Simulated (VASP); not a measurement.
Write the native input for VASP 6.6.1 that does the following.

- Task: single point
- Functional: r2SCAN
- Potentials or basis: VASP PAW PBE potentials, release 64 (Li_sv)
- Cutoff: 520 eV
- k mesh: 21 × 21 × 21
- Occupations: fermi-dirac, width 0.1 eV
- Spin: no spin polarisation
- Dipole correction: no
- Further INCAR settings: ALGO = Normal; EDIFF = 1e-07; NBANDS = 8

The system is Li.

```
CELL_PARAMETERS angstrom
-1.71445 1.71445 1.71445
1.71445 -1.71445 1.71445
1.71445 1.71445 -1.71445
ATOMIC_POSITIONS crystal
Li 0.00000 0.00000 0.00000
```

These files were run (other wordings do the same):

POSCAR

```
Li
1.0
   -1.7144519197      1.7144519197      1.7144519197
    1.7144519197     -1.7144519197      1.7144519197
    1.7144519197      1.7144519197     -1.7144519197
Li
1
Direct
    0.0000000000      0.0000000000      0.0000000000
```

INCAR.step1

```
SYSTEM = Li
PREC = Accurate
ENCUT = 520
ISMEAR = -1
SIGMA = 0.1
LREAL = .FALSE.
LASPH = .TRUE.
NELM = 80
NBANDS = 8
GGA = PE
ALGO = Normal
EDIFF = 1E-4
LWAVE = .TRUE.
LCHARG = .FALSE.
```

INCAR.step2

```
SYSTEM = Li
PREC = Accurate
ENCUT = 520
EDIFF = 1E-7
ISMEAR = -1
SIGMA = 0.1
LREAL = .FALSE.
LASPH = .TRUE.
NELM = 80
ALGO = Normal
ISIF = 2
LWAVE = .FALSE.
LCHARG = .FALSE.
METAGGA = R2SCAN
LMIXTAU = .TRUE.
NBANDS = 8
ISTART = 1
```

KPOINTS

```
regular mesh
0
G
  21 21 21
  0 0 0
```

Potentials or basis: VASP PAW PBE potentials, release 64 (Li_sv).

Launch:

```bash
$ cat potpaw_PBE.64/Li_sv/POTCAR > POTCAR
$ cp INCAR.step1 INCAR
$ mpirun -np 1 vasp_std > vasp.out
$ cp INCAR.step2 INCAR
$ mpirun -np 1 vasp_std > vasp.out
```

Results of the run:

```
Band gap on the k mesh : zero (an odd number of electrons rules out a gap without spin polarisation)
```

Run time: 100 s on 1 thread of Intel(R) Xeon(R) Platinum 8375C CPU @ 2.90GHz (Ice Lake), on a shared host, peak memory 0.15 GiB.
